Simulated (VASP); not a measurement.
Input of a VASP 6.6.1 run:

Contents of INCAR:

```
GGA = RP ; ISMEAR = 0
SIGMA = 0.03 ; LWAVE = False
LCHARG = False ; ISIF = 0
PREC = Accurate ; LASPH = True
LREAL = False ; ALGO = Normal
EDIFF = 1E-6 ; NELM = 120
GGA_COMPAT = False ; ENCUT = 650
EFERMI = MIDGAP ; NELMDL = -8
NBANDS = 16
```

Contents of KPOINTS:

```
k-points
0
Gamma
  1 1 1
```

POSCAR

```
KLi
1.0
    9.0000000000      0.0000000000      0.0000000000
    0.0000000000      9.0000000000      0.0000000000
    0.0000000000      0.0000000000     13.0000000000
Li K
1 1
Direct
    0.5014444400      0.5023333300      0.3768461500
    0.5014444400      0.5023333300      0.6345384700
```

Potentials or basis: VASP PAW PBE potentials, release 64 (Li_sv, K_sv).

The run is started by

```sh
$ cat potpaw_PBE.64/Li_sv/POTCAR potpaw_PBE.64/K_sv/POTCAR > POTCAR
$ mpirun -np 1 vasp_gam > vasp.out
```

Problem. Estimate the largest force.

Solution. 0.093 eV/Å.

Problem. What does it give for the gap between the frontier levels?

Solution. 1.16 eV.

Forces in eV/Å, atoms in the order of the input:
```
Li   0.000  0.000 -0.093
K    0.000  0.000  0.093
```

Caveat: the cell differs from its parent crystal (last atom moved by 0.08 Å along z); the PAW data sets were made with another functional, which shifts forces and pressure a little.
